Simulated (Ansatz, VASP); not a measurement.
## One calculation of La, two programs

INCAR

```
SYSTEM = La
ALGO     = Normal         ! electronic algorithm
EDIFF    = 1E-7           ! SCF threshold, eV
ENCUT    = 520            ! plane-wave cutoff, eV
GGA      = PS             ! functional
ISIF     = 2              ! what is computed and relaxed
ISMEAR   = -1             ! smearing method
LASPH    = .TRUE.         ! aspherical terms in the spheres
LCHARG   = .FALSE.        ! write CHGCAR
LREAL    = .FALSE.        ! projectors in reciprocal space
LWAVE    = .FALSE.        ! write WAVECAR
NBANDS   = 18             ! bands
NELM     = 80             ! most SCF steps
PREC     = Accurate       ! precision mode
SIGMA    = 0.1            ! smearing width, eV
```

KPOINTS

```
k-points
0
G
  12 12 11
  0 0 0
```

File POSCAR:

```
La
1.0
   -4.1998198929      4.2116378196      1.8115617466
    4.2116378196     -4.1998198929      1.8115617466
    2.2822247613      2.2822247613     -1.7899171922
La
2
Direct
    0.9980549244      0.0019450756      1.0000000000
    0.7519450756      0.2480549244      0.5000000000
```

Input for Ansatz:

```yaml
crystal:
  lattice:
    - [-4.1998198929, 4.2116378196, 1.8115617466]
    - [4.2116378196, -4.1998198929, 1.8115617466]
    - [2.2822247613, 2.2822247613, -1.7899171922]
  atoms:
    - { symbol: La, position: [0.9980549244, 0.0019450756, 1.0] }
    - { symbol: La, position: [0.7519450756, 0.2480549244, 0.5] }
hamiltonian:
  xc: pbesol
  pseudopotentials:
    kind: paw
    azcp:
      La: "pseudopotentials/La.paw.azcp"
basis:
  ecutwfc: 420
  fft_grid_basis: typed
kpoints:
  mp_grid: { grid: [12, 12, 11], shift: [0, 0, 0] }
magnetization:
  spin_polarized: false
scf:
  occupations: { method: fermi_dirac, width: 0.1 }
  lower_state_search: "off"
output:
  stress: true
```

Alike in both runs: task single point; functional PBEsol; k mesh 12 × 12 × 11; occupations fermi-dirac, width 0.1 eV; no spin polarisation.

```csv
,VASP,Ansatz
version,VASP 6.6.1,Ansatz 0.2.0
potentials or method,"VASP PAW PBE potentials, release 64 (La), cutoff 520 eV","plane waves (420 eV) with PAW, scalar-relativistic"
valence electrons in the cell,22,22
```

```csv
,VASP,Ansatz,Ansatz less VASP
pressure (GPa),-0.9,-1.0,-0.05
"traceless stress, the component that is largest in VASP (GPa)",-0.23,-0.21,+0.019
```

VASP's potentials were made for PBE, not for PBEsol, and Ansatz warns of the same on its side.

Neither program's run includes spin-orbit coupling.
